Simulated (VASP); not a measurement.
A run of VASP 6.6.1 is set up as follows.

Contents of INCAR:

```
SYSTEM = ScB2Sb3
PREC = Accurate
ENCUT = 520
EDIFF = 1E-6
ISMEAR = 0
SIGMA = 0.1
LREAL = .FALSE.
LASPH = .TRUE.
NELM = 100
ALGO = Fast
ISIF = 2
LWAVE = .FALSE.
LCHARG = .FALSE.
GGA = PE
NBANDS = 25
```

File KPOINTS:

```
Automatic mesh
0
G
  12 12 4
  0 0 0
```

File POSCAR:

```
ScB2Sb3
1.0
    3.3681667568      0.0000000000      0.0000000000
    0.0000000000      3.3681667568      0.0000000000
    0.0000000000      0.0000000000     10.3512298055
Sc B Sb
1 2 3
Direct
    0.5000000000      0.5000000000      0.1241800660
    0.0000000000      0.0000000000      0.9708021539
    0.5000000000      0.5000000000      0.6401582875
    0.0000000000      0.0000000000      0.5921392015
    0.0000000000      0.0000000000      0.3105703054
    0.5000000000      0.5000000000      0.8621489457
```

Potentials or basis: VASP PAW PBE potentials, release 64 (Sc_sv, B, Sb).

The run is started by

```sh
$ cat potpaw_PBE.64/Sc_sv/POTCAR potpaw_PBE.64/B/POTCAR potpaw_PBE.64/Sb/POTCAR > POTCAR
$ mpirun -np 1 vasp_std > vasp.out
```

(1) Estimate the pressure.

(2) Estimate the band gap on the k mesh.

## Answers

(1) 0.1 GPa.

(2) zero (bands 16 and 17 overlap by 2.78 eV).

Caveat: spin-orbit coupling is left out, which moves the levels of the heavy elements.
